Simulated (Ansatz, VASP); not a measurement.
**One calculation of V, two programs**

File POSCAR:

```
V
1.0
   14.0000000000      0.0000000000      0.0000000000
    0.0000000000     14.4000000000      0.0000000000
    0.0000000000      0.0000000000     14.8000000000
V
1
Direct
    0.5000000000      0.5000000000      0.5000000000
```

The input INCAR.step1:

```
PREC = Accurate ; ENCUT = 400
EDIFF = 1E-5 ; ISMEAR = -1
SIGMA = 0.01 ; LREAL = F
LASPH = T ; NELM = 200
ALGO = Normal ; ISIF = 2
LWAVE = T ; ISPIN = 2
MAGMOM = 5 ; LORBIT = 11
LMAXMIX = 4 ; GGA = PE
ISYM = 0 ; NBANDS = 16
GGA_COMPAT = F
```

Contents of INCAR.step2:

```
PREC = Accurate ; ENCUT = 400
EDIFF = 1E-6 ; ISMEAR = -1
SIGMA = 0.01 ; LREAL = F
LASPH = T ; NELM = 200
ALGO = Normal ; ISIF = 2
LWAVE = F ; LCHARG = T
ISPIN = 2 ; MAGMOM = 5
LORBIT = 11 ; LMAXMIX = 4
GGA = PE ; LHFCALC = T
AEXX = 0.25 ; PRECFOCK = Normal
LELF = T ; LVHAR = T
ISTART = 1 ; ISYM = 0
NBANDS = 16 ; GGA_COMPAT = F
```

File KPOINTS:

```
regular mesh
0
Gamma
  1 1 1
```

Input for Ansatz:

```yaml
crystal:
  lattice:
    - [14.0, 0.0, 0.0]
    - [0.0, 14.4, 0.0]
    - [0.0, 0.0, 14.8]
  atoms:
    - { symbol: V, position: [0.5, 0.5, 0.5], spin: 5.0 }
  symmetry: { detect: false, time_reversal: true }
hamiltonian:
  xc: pbe0
  pseudopotentials:
    kind: paw
    azcp:
      V: "pseudopotentials/V.paw.azcp"
basis:
  ecutwfc: 420
  fft_grid_basis: typed
kpoints:
  mp_grid: { grid: [1, 1, 1], shift: [0, 0, 0] }
magnetization:
  spin_polarized: true
scf:
  occupations: { method: fermi_dirac, width: 0.01 }
output:
  write_density: true
  write_potential: true
  elf: true
  volumetric_format: npy
```

Alike in both runs: task single point; functional PBE0; k mesh 1 × 1 × 1; occupations fermi-dirac, width 0.01 eV; collinear spin.

|  | VASP | Ansatz |
| --- | --- | --- |
| version | VASP 6.6.1 | Ansatz 0.2.0 |
| potentials or method | VASP PAW PBE potentials, release 64 (V_sv), cutoff 400 eV | plane waves (420 eV) with PAW, scalar-relativistic |
| valence electrons in the cell | 13 | 13 |

Ansatz gave:

| Quantity | Value |
| --- | --- |
| gap on the k mesh at the Fermi level (eV) | 3.35 |
| net moment per atom (μB) | 5.00 |
| size of the moment on the site where the two differ most (μB) | 5.00 |

Estimate VASP's values.

gap on the k mesh at the Fermi level (eV): 3.41; net moment per atom (μB): 5.00; size of the moment on the site where the two differ most (μB): 3.54.

Site moments also hang on the region over which each program counts them. Ansatz's warnings: stability check not made, xc potential rough in thin density.
